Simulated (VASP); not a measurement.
# Rh (P6_3/mmc) in VASP: further runs

Rh is run at these levels: PBEsol; tasks: single point.

Program: VASP 6.6.1. These are calculated values, not measurements. Logs are shortened: lines on timing, memory, paths and dates and some standing lists are left out, and cuts for length are marked.

**1. The cell of the first run**

Symmetry: P6_3/mmc, No. 194, hexagonal system. The conventional cell has a = 2.824 Å, b = 2.824 Å, c = 7.831 Å, α = 90.00°, β = 90.00°, γ = 120.00°. Rh (site symmetry -3m) has 12 Rh at 2.55 to 2.82 Å within 3.4 Å. Within 3.4 Å of Rh (site symmetry -6m2) lie 12 Rh at 2.55 to 2.82 Å.

**2. Single point, PBEsol**

Contents of INCAR:

```
ALGO = Fast ; EDIFF = 1E-6
ENCUT = 520 ; GGA = PS
ISIF = 2 ; ISMEAR = 0
LASPH = T ; LCHARG = F
LREAL = F ; LWAVE = F
NBANDS = 38 ; NELM = 80
PREC = Accurate ; SIGMA = 0.15
```

Contents of KPOINTS:

```
k-points
0
Gamma
  24 24 6
```

Contents of POSCAR:

```
Rh
1.0
    2.8243649788      0.0000000000      0.0000000000
   -1.4121824895      2.4459718212      0.0000000000
    0.0000000000      0.0000000000      7.8310109697
Rh
4
Direct
    0.0000000000      0.0000000000      0.0000000000
    0.3333333333      0.6666666667      0.2500000000
    0.0000000000      0.0000000000      0.5000000000
    0.6666666667      0.3333333333      0.7500000000
```

Potentials or basis: VASP PAW PBE potentials, release 64 (Rh_pv).

Started as:

```
cat potpaw_PBE.64/Rh_pv/POTCAR > POTCAR
mpirun -np 1 vasp_std > vasp.out
```

OUTCAR:

```text
EDIFF = 1E-6
   ENCUT = 520
   GGA = PS
   ISIF = 2
   ISMEAR = 0
   LASPH = T
   LREAL = F
   NELM = 80
   PREC = Accurate

 ion  position               nearest neighbor table
   1  0.000  0.000  0.000-   2 2.55   4 2.55   4 2.55   2 2.55   4 2.55   2 2.55
   2  0.333  0.667  0.250-   1 2.55   3 2.55   1 2.55   3 2.55   1 2.55   3 2.55
   3  0.000  0.000  0.500-   2 2.55   4 2.55   4 2.55   2 2.55   4 2.55   2 2.55
   4  0.667  0.333  0.750-   1 2.55   3 2.55   1 2.55   3 2.55   1 2.55   3 2.55

  LATTYP: Found a hexagonal cell.
 ALAT       =     2.8243649788
 C/A-ratio  =     2.7726625378

  Lattice vectors:

 A1 = (   2.8243649788,   0.0000000000,   0.0000000000)
 A2 = (  -1.4121824895,   2.4459718212,   0.0000000000)
 A3 = (   0.0000000000,   0.0000000000,   7.8310109697)

Analysis of symmetry for initial positions (statically):
=====================================================================
 Subroutine PRICEL returns:
 Original cell was already a primitive cell.

 Routine SETGRP: Setting up the symmetry group for a
 hexagonal supercell.

 Subroutine GETGRP returns: Found 24 space group operations
 (whereof 12 operations were pure point group operations)
 out of a pool of 24 trial point group operations.

The static configuration has the point symmetry D_3d.
 The point group associated with its full space group is D_6h.

Analysis of symmetry for dynamics (positions and initial velocities):
=====================================================================
 Subroutine PRICEL returns:
 Original cell was already a primitive cell.

 Routine SETGRP: Setting up the symmetry group for a
 hexagonal supercell.

 Subroutine GETGRP returns: Found 24 space group operations
 (whereof 12 operations were pure point group operations)
 out of a pool of 24 trial point group operations.

The dynamic configuration has the point symmetry D_3d.
 The point group associated with its full space group is D_6h.

 Subroutine INISYM returns: Found 24 space group operations
 (whereof 12 operations are pure point group operations),
 and found     1 'primitive' translations

----------------------------------------------------------------------------------------

                                     Primitive cell

  volume of cell :      54.0991

  direct lattice vectors                    reciprocal lattice vectors
     2.824364979  0.000000000  0.000000000     0.354061889  0.204417727  0.000000000
    -1.412182489  2.445971821  0.000000000     0.000000000  0.408835454  0.000000000
     0.000000000  0.000000000  7.831010970     0.000000000  0.000000000  0.127697433

  length of vectors
     2.824364979  2.824364979  7.831010970     0.408835454  0.408835454  0.127697433

  position of ions in fractional coordinates (direct lattice)
     0.000000000  0.000000000  0.000000000
     0.333333333  0.666666667  0.250000000
     0.000000000  0.000000000  0.500000000
     0.666666667  0.333333333  0.750000000

  ion indices of the primitive-cell ions
   primitive index   ion index
                 1           1
                 2           2
                 3           3
                 4           4

----------------------------------------------------------------------------------------

 KPOINTS: k-points

Automatic generation of k-mesh.
 Grid dimensions read from file:
 generate k-points for:   24   24    6

 Generating k-lattice:

  Cartesian coordinates                     Fractional coordinates (reciprocal lattice)
     0.014752579  0.008517405  0.000000000     0.041666667 -0.000000000  0.000000000
     0.000000000  0.017034811  0.000000000     0.000000000  0.041666667  0.000000000
     0.000000000  0.000000000  0.021282906     0.000000000  0.000000000  0.166666667

  Length of vectors
     0.017034811  0.017034811  0.021282906

  Shift w.r.t. Gamma in fractional coordinates (k-lattice)
     0.000000000  0.000000000  0.000000000

 Subroutine IBZKPT returns following result:
 ===========================================

 Found    244 irreducible k-points:

 Following reciprocal coordinates:
            Coordinates               Weight
  0.000000  0.000000  0.000000      1.000000
  0.041667  0.000000  0.000000      6.000000
  0.083333  0.000000  0.000000      6.000000
  0.125000  0.000000  0.000000      6.000000
  0.166667  0.000000  0.000000      6.000000
  0.208333  0.000000  0.000000      6.000000
[... 16 lines left out ...]
  0.416667  0.041667  0.000000     12.000000
  0.458333  0.041667  0.000000     12.000000
 [... further k-points ...]
   k-points           NKPTS =    244   k-points in BZ     NKDIM =    244   number of bands    NBANDS=     38
   number of dos      NEDOS =    301   number of ions     NIONS =      4
   total plane-waves  NPLWV =  34560
   dimension x,y,z NGX =    24 NGY =   24 NGZ =   60
   dimension x,y,z NGXF=    48 NGYF=   48 NGZF=  120
   ions per type =               4
   NGX,Y,Z   is equivalent  to a cutoff of  14.13, 14.13, 12.74 a.u.
   NGXF,Y,Z  is equivalent  to a cutoff of  28.25, 28.25, 25.48 a.u.
 SYSTEM =  unknown system
   PREC   = accura    normal or accurate (medium, high low for compatibility)
   ISTART =      0    job   : 0-new  1-cont  2-samecut
   ICHARG =      2    charge: 1-file 2-atom 10-const
   ISPIN  =      1    spin polarized calculation?
   LNONCOLLINEAR =      F non collinear calculations
   LSORBIT =      F    spin-orbit coupling
   LASPH  =      T    aspherical Exc in radial PAW
   ENCUT  =  520.0 eV  38.22 Ry    6.18 a.u.   5.25  5.25 14.56*2*pi/ulx,y,z
   NELM   =     80;   NELMIN=  2; NELMDL= -5     # of ELM steps
   EDIFF  = 0.1E-05   stopping-criterion for ELM
   LREAL  =      F    real-space projection
   EDIFFG = 0.1E-04   stopping-criterion for IOM
   NSW    =      0    number of steps for IOM
   IBRION =     -1    ionic relax: 0-MD 1-quasi-New 2-CG
   NFREE  =      0    steps in history (QN), initial steepest desc. (CG)
   ISIF   =      2    stress and relaxation
   ISYM   =      2    0-nonsym 1-usesym 2-fastsym
   POTIM  = 0.5000    time-step for ionic-motion
   TEBEG  =    0.0;   TEEND  =   0.0 temperature during run
   PSTRESS=    0.0 pullay stress
   NELECT =      60.0000    total number of electrons
   NUPDOWN=      -1.0000    fix difference up-down
   EMIN   =  10.00;   EMAX   =-10.00  energy-range for DOS
   EFERMI =   0.00;   METHOD = LEGACY
   ISMEAR =     0;   SIGMA  =   0.15  broadening in eV -4-tet -1-fermi 0-gaus
   EFERMI_NEDOS =   21; number of points for ismear=-14 and -15
   IALGO  =     68    algorithm
   IMIX   =      4    mixing-type and parameters
     AMIX     =   0.40;   BMIX     =  1.00
     AMIX_MAG =   1.60;   BMIX_MAG =  1.00
  volume/ion in A,a.u.               =      13.52        91.27
  Fermi-wavevector in a.u.,A,eV,Ry     =   1.694579  3.202290 39.070474  2.871599
  Thomas-Fermi vector in A             =   2.775779
   LORBIT       =      0    0 simple, 1 ext, 2 COOP (PROOUT), +10 PAW based schemes
   GGA     = PS    functional components
   LHFCALC =     F    Hartree Fock is set to
   AEXX    =    0.0000 exact exchange contribution
   IVDW    =     0    specifies the selected vdW correction
   LEPSILON=     F    determine dielectric tensor
   LRPA    =     F    only Hartree local field effects (RPA)
 non-spin polarized calculation
 RMM-DIIS sequential band-by-band and
 Gauss-broadening in eV      SIGMA  =   0.15
  energy-cutoff  :      520.00
  volume of cell :       54.10
 maximum number of plane-waves:      1472
 NGX is ok and might be reduce to    24

 number of electron      59.9999984 magnetization

 Free energy of the ion-electron system (eV)
  ---------------------------------------------------
  ext. energy  EPLUGINS =         0.00000000
  ---------------------------------------------------
  free energy    TOTEN  =       -31.53128465 eV

  energy without entropy =      -31.45240954  energy(sigma->0) =      -31.49184710

 E-fermi :  12.1006     XC(G=0): -14.2969

 val. band max:       12.1002836947   @ k =   0.3750   0.2083   0.0000
 cond. band min:      12.1011017631   @ k =   0.2917   0.0000   0.3333
 fundamental gap:      0.0008180684
 Fermi energy:        12.1005887797

 k-point     1 :       0.0000    0.0000    0.0000
  band No.  band energies     occupation
      1     -35.3040      2.00000
      2     -34.7985      2.00000
      3     -34.7651      2.00000
      4     -34.4869      2.00000
      5     -34.4869      2.00000
      6     -34.3900      2.00000
[... 30 lines left out ...]
     37      23.3308      0.00000
     38      25.8963      0.00000

 k-point     2 :       0.0417    0.0000    0.0000
  band No.  band energies     occupation
      1     -35.2994      2.00000
      2     -34.8032      2.00000
      3     -34.7695      2.00000
      4     -34.4923      2.00000
      5     -34.4896      2.00000
      6     -34.3914      2.00000
[... 30 lines left out ...]
     37      23.3200      0.00000
     38      25.9771      0.00000

 k-point     3 :       0.0833    0.0000    0.0000
  band No.  band energies     occupation
      1     -35.2855      2.00000
      2     -34.8172      2.00000
      3     -34.7825      2.00000
      4     -34.5079      2.00000
      5     -34.4977      2.00000
      6     -34.3957      2.00000
[... 30 lines left out ...]
     37      23.2872      0.00000
     38      26.1971      0.00000

 k-point     4 :       0.1250    0.0000    0.0000
  band No.  band energies     occupation
      1     -35.2630      2.00000
      2     -34.8401      2.00000
      3     -34.8033      2.00000
      4     -34.5315      2.00000
      5     -34.5103      2.00000
      6     -34.4024      2.00000
[... 30 lines left out ...]
     37      23.2335      0.00000
     38      26.4650      0.00000
[... 703 lines left out ...]
      4     -34.7171      2.00000
      5     -34.6461      2.00000
      6     -34.6178      2.00000
[... 30 lines left out ...]
     37      21.8312      0.00000
     38      22.2065      0.00000

 k-point    23 :       0.4167    0.0417    0.0000
  band No.  band energies     occupation
      1     -35.0940      2.00000
      2     -35.0877      2.00000
      3     -34.8220      2.00000
      4     -34.7292      2.00000
      5     -34.6727      2.00000
      6     -34.6371      2.00000
[... 30 lines left out ...]
     37      21.4068      0.00000
     38      21.5645      0.00000

 k-point    24 :       0.4583    0.0417    0.0000
  band No.  band energies     occupation
      1     -35.1048      2.00000
      2     -35.0934      2.00000
      3     -34.7622      2.00000
      4     -34.7345      2.00000
      5     -34.6988      2.00000
      6     -34.6878      2.00000
[... 30 lines left out ...]
     37      21.0819      0.00000
     38      21.1654      0.00000

 [... further k-points ...]
[... 5 lines left out ...]
  --------------------------------------------------------------------------------------
  -------------------------------------------------------------------------------------
  Total       -2.3277315     -2.3277315     13.6946400      0.0000000      0.0000000     -0.0000000
  in kB      -68.9371569    -68.9371569    405.5749307      0.0000000      0.0000000     -0.0000000
  external PRESSURE =      89.2335390 kB  Pullay stress =       0.0000000 kB

 VOLUME and BASIS-vectors are now :
 -----------------------------------------------------------------------------
  energy-cutoff  :      520.00
  volume of cell :       54.10
      direct lattice vectors                 reciprocal lattice vectors
     2.824364979  0.000000000  0.000000000     0.354061889  0.204417727  0.000000000
    -1.412182489  2.445971821  0.000000000     0.000000000  0.408835454  0.000000000
     0.000000000  0.000000000  7.831010970     0.000000000  0.000000000  0.127697433

 POSITION                                       TOTAL-FORCE (eV/Angst)
 -----------------------------------------------------------------------------------
      0.00000      0.00000      0.00000        -0.000000      0.000000      0.000000
     -0.00000      1.63065      1.95775        -0.000000     -0.000000     -0.000000
      0.00000      0.00000      3.91551        -0.000000      0.000000      0.000000
      1.41218      0.81532      5.87326         0.000000      0.000000     -0.000000
 -----------------------------------------------------------------------------------
    total drift:                               -0.000000      0.000000     -0.000000

  FREE ENERGIE OF THE ION-ELECTRON SYSTEM (eV)
  ---------------------------------------------------
  free  energy   TOTEN  =       -31.5312846508 eV

  energy  without entropy=      -31.4524095415  energy(sigma->0) =      -31.49184710
```

Run time: 3.2 min. Hardware: 1 thread of Intel Xeon 6975P-C (Granite Rapids), shared host; peak memory 0.44 GiB.

What came out:

```yaml
Free_energy: -31.5313 eV
Pressure: 8.9 GPa
Band_gap_on_the_k_mesh: zero (band 30 reaches 12.74 eV, above the bottom of band 31 at 10.60 eV)
```

Caveat: the PAW data sets were made with another functional, which shifts forces and pressure a little.

**3. Single point, PBEsol**

This run uses another cell than the first one, of the same volume but with other edges.

Contents of INCAR:

```
SYSTEM = Rh
ALGO = Fast
EDIFF = 1E-7
ENCUT = 520
GGA = PS
ISIF = 2
ISMEAR = 0
LASPH = .True.
LCHARG = .False.
LREAL = .False.
LWAVE = .False.
NBANDS = 38
NELM = 60
PREC = Accurate
SIGMA = 0.15
```

Contents of KPOINTS:

```
k-points
0
Gamma
  24 24 6
  0 0 0
```

Contents of POSCAR:

```
Rh
1.0
    2.5176771846      0.0000000000      0.0000000000
   -1.2588385923      2.1803724004      0.0000000000
    0.0000000000      0.0000000000      9.8550624168
Rh
4
Direct
    0.0000000000      0.0000000000      0.0000000000
    0.3333333333      0.6666666667      0.2500000000
    0.0000000000      0.0000000000      0.5000000000
    0.6666666667      0.3333333333      0.7500000000
```

Potentials or basis: VASP PAW PBE potentials, release 64 (Rh_pv).

Started as:

```
cat potpaw_PBE.64/Rh_pv/POTCAR > POTCAR
mpirun -np 1 vasp_std > vasp.out
```

Run time: 4.7 min. Hardware: 1 thread of Intel Xeon 6975P-C (Granite Rapids), shared host; peak memory 0.43 GiB.

It converged, with:

| Quantity | Value |
| --- | --- |
| Free energy | -31.1086 eV |
| Pressure | 13.2 GPa |
| Band gap on the k mesh | zero (band 30 reaches 13.62 eV, above the bottom of band 31 at 11.12 eV) |

Stress tensor (GPa, compression positive):
```
 35.48   0.00   0.00
  0.00  35.48   0.00
  0.00   0.00 -31.26
```

Levels at points of the mesh, in eV from the Fermi level:
```
           k point  band 27  band 28  band 29  band 30  band 31  band 32  band 33  band 34
(0.00, 0.00, 0.00)    -2.88    -0.86    -0.47    -0.47    -0.04    -0.04     0.05     0.05
(0.50, 0.00, 0.00)     0.28     0.67     1.57     1.61     1.62     1.66     1.85     2.66
(0.00, 0.00, 0.50)    -2.25    -2.25    -0.33    -0.33    -0.33    -0.33     0.36     0.36
(0.50, 0.00, 0.50)    -0.11    -0.11     1.58     1.58     1.65     1.65     3.19     3.19
```

Caveat: the PAW data sets were made with another functional, which shifts forces and pressure a little.

(Part 1 of 2 ends here.)
